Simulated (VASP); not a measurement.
Here is a VASP 6.6.1 calculation.

INCAR

```
  ALGO = Normal
  EDIFF = 1E-6
  ENCUT = 520
  GGA = PE
  ISIF = 2
  ISMEAR = -4
  LASPH = T
  LCHARG = T
  LELF = T
  LREAL = F
  LVHAR = T
  LWAVE = F
  NBANDS = 16
  NELM = 100
  PREC = Accurate
  SIGMA = 0.1
```

The input KPOINTS:

```
k-points
0
Gamma
  15 15 5
```

Contents of POSCAR:

```
C
1.0
    2.4413550326      0.0000000000      0.0000000000
   -1.2206775163      2.1142754779      0.0000000000
    0.0000000000      0.0000000000      5.8964449019
C
4
Direct
    0.0000000000      0.0000000000      0.2500000000
    0.0000000000      0.0000000000      0.7500000000
    0.3333333333      0.6666666667      0.2500000000
    0.6666666667      0.3333333333      0.7500000000
```

Potentials or basis: VASP PAW PBE potentials, release 64 (C).

Command:

```bash
$ cat potpaw_PBE.64/C/POTCAR > POTCAR
$ mpirun -np 1 vasp_std > vasp.out
```

**Question.** Predict the band gap on the k mesh.

**Answer.** Zero (band 8 reaches 6.08 eV, above the bottom of band 9 at 5.97 eV).

**Question.** Predict the pressure.

**Answer.** 14.4 GPa.

Stress tensor (GPa, compression positive):
```
14.69  0.00  0.00
 0.00 14.69  0.00
 0.00  0.00 13.70
```
